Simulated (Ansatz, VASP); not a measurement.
**Sn: VASP beside Ansatz**

```
Sn
1.0
     0.00000   -3.74479    3.74479
     3.74479   -3.74479    0.00000
     3.74479    0.00000    3.74479
Sn
4
Direct
  0.00000 0.00000 0.00000
  0.25000 0.25000 0.25000
  0.50000 0.50000 0.50000
  0.75000 0.75000 0.75000
```

Alike in both runs: task single point; functional PBEsol; k mesh 8 × 8 × 8; occupations gaussian, width 0.15 eV; no spin polarisation.

```csv
,VASP,Ansatz
version,VASP 6.6.1,Ansatz 0.2.0
potentials or method,"VASP PAW PBE potentials, release 64 (Sn_d), cutoff 520 eV","scalar-relativistic, plane waves, PAW"
valence electrons in the cell,56,56
```

```tsv
	VASP	Ansatz	Ansatz less VASP
gap on the k mesh at the Fermi level (eV)	none	none	-
pressure (GPa)	0.2	0.3	+0.08
```

VASP's potentials were made for PBE, not for PBEsol. A gap of «none» marks a metal or a gap that the smearing closes.
